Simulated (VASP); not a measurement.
Wanted: the native input for a VASP 6.6.1 run.

| Item | Value |
| --- | --- |
| Task | single point |
| Functional | PBE |
| Dispersion | D3(BJ) |
| Potentials or basis | VASP PAW PBE potentials, release 64 (F_h, H_h) |
| Cutoff | 1010 eV |
| k mesh | 1 × 1 × 1 |
| Occupations | fermi-dirac, width 0.05 eV |
| Spin | no spin polarisation |
| Dipole correction | no |
| Further INCAR settings | LREAL = Auto; ALGO = Normal; EDIFF = 1e-06; NBANDS = 46 |

The structure of HF lies in POSCAR:

```
HF
1.0
    6.4792240000      0.0000000000      0.0000000000
    0.0000000000      6.4792240000      0.0000000000
    0.0000000000      0.0000000000      6.4792240000
F H
8 8
Direct
    1.0476321964      0.0335878599      0.3362232535
    0.8788238863      0.0483392136      0.9824009764
   -0.0667378538      0.3488282069      0.7358456107
    0.9387252355      0.4795305467      0.3580001443
    0.3652616466      0.0572519496      0.5844838180
    0.5601463100      0.5393595965      0.9718677242
    0.1887661585      0.6208546584      1.1113664475
    0.5535790690      0.6058166018      0.4245322745
    0.9954048512      0.0429923141      0.1970251019
    0.9022210879      0.1532220579      0.8790872763
   -0.0452673443      0.3604497500      0.5900510543
    1.0493197511      0.5314360145      0.2681954349
    0.2696089245      0.0385577845      0.4744071137
    0.5872943164      0.5864302811      0.8369777364
    0.3324044042      0.5893247596      1.0917980821
    0.6855580603      0.5710558050      0.3724500512
```

The input as run:

INCAR

```
ALGO = Normal ; EDIFF = 1E-6
ENCUT = 1010 ; GGA = PE
GGA_COMPAT = F ; ISIF = 2
ISMEAR = -1 ; IVDW = 12
LASPH = T ; LCHARG = F
LREAL = Auto ; LWAVE = F
NBANDS = 46 ; NELM = 120
PREC = Accurate ; SIGMA = 0.05
```

KPOINTS

```
k-points
0
Gamma
  1 1 1
```

Potentials or basis: VASP PAW PBE potentials, release 64 (F_h, H_h).

The run is started by

```sh
$ cat potpaw_PBE.64/F_h/POTCAR potpaw_PBE.64/H_h/POTCAR > POTCAR
$ mpirun -np 1 vasp_gam > vasp.out
```

Results of the run:

```json
{
  "Pressure": "-0.6 GPa",
  "Largest force": "0.323 eV/Å",
  "Dispersion energy per atom": "-0.018 eV"
}
```

Caveat: the k points lie up to 0.97 Å⁻¹ apart, too coarse for converged energies, forces and pressures.

Wall time 53 s on 1 thread of AMD EPYC 7R13 Processor (Zen 3) (shared host), peak memory 0.59 GiB.
